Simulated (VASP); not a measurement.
Wanted: the native input for a VASP 6.6.1 run.

| Property | Result |
| --- | --- |
| Task | relaxation of cell and atoms |
| Functional | LDA |
| Potentials or basis | VASP PAW LDA potentials, release 64 (Ti_sv, B) |
| Cutoff | 600 eV |
| k mesh | 10 × 10 × 9 |
| Occupations | fermi-dirac, width 0.1 eV |
| Spin | no spin polarisation |
| Target pressure | 20 GPa |
| Dipole correction | no |
| Further INCAR settings | ALGO = Normal; EDIFF = 1e-07; IBRION = 2; EDIFFG = -0.01; NSW = 80; ISIF = 3 |

The structure of TiB2 lies in POSCAR:

```
TiB2
1.0
    3.0292000000      0.0000000000      0.0000000000
   -1.5146000000      2.6233641500      0.0000000000
    0.0000000000      0.0000000000      3.2284000000
Ti B
1 2
Direct
    0.0000000000      0.0000000000      0.0000000000
    0.3333333300      0.6666666700      0.5000000000
    0.6666666700      0.3333333300      0.5000000000
```

These files were run (other wordings do the same):

INCAR

```
PREC = Accurate ; ENCUT = 600
EDIFF = 1E-7 ; ISMEAR = -1
SIGMA = 0.1 ; LREAL = False
LASPH = True ; NELM = 60
ALGO = Normal ; ISIF = 3
LWAVE = False ; LCHARG = False
GGA = CA ; IBRION = 2
NSW = 80 ; EDIFFG = -0.01
PSTRESS = 200.0
```

KPOINTS

```
Automatic mesh
0
Gamma
  10 10 9
```

Potentials or basis: VASP PAW LDA potentials, release 64 (Ti_sv, B).

Run with:

```console
$ cat potpaw_LDA.64/Ti_sv/POTCAR potpaw_LDA.64/B/POTCAR > POTCAR
$ mpirun -np 1 vasp_std > vasp.out
```

Results of the run:

```yaml
Relaxed_volume: 7.69 Å³/atom
Relaxed_cell: a = 2.940 Å, b = 2.940 Å, c = 3.081 Å, α = 90.00°, β = 90.00°, γ = 120.00°
Space_group_after_relaxing_to_0.05_Å: P6/mmm (No. 191)
Energy_change_on_relaxing_the_enthalpy_is_what_falls: +17.5 meV/atom
Ionic_steps: 9
Pressure_after_relaxing: 20.0 GPa
Band_gap_on_the_k_mesh: zero (band 9 reaches 11.47 eV, above the bottom of band 10 at 10.89 eV)
```

Caveat: the cell is relaxed towards a set pressure, so the enthalpy falls and the energy may rise.

It took 84 s on 1 thread of Intel(R) Xeon(R) Platinum 8488C (Sapphire Rapids) (shared host), peak memory 0.16 GiB.
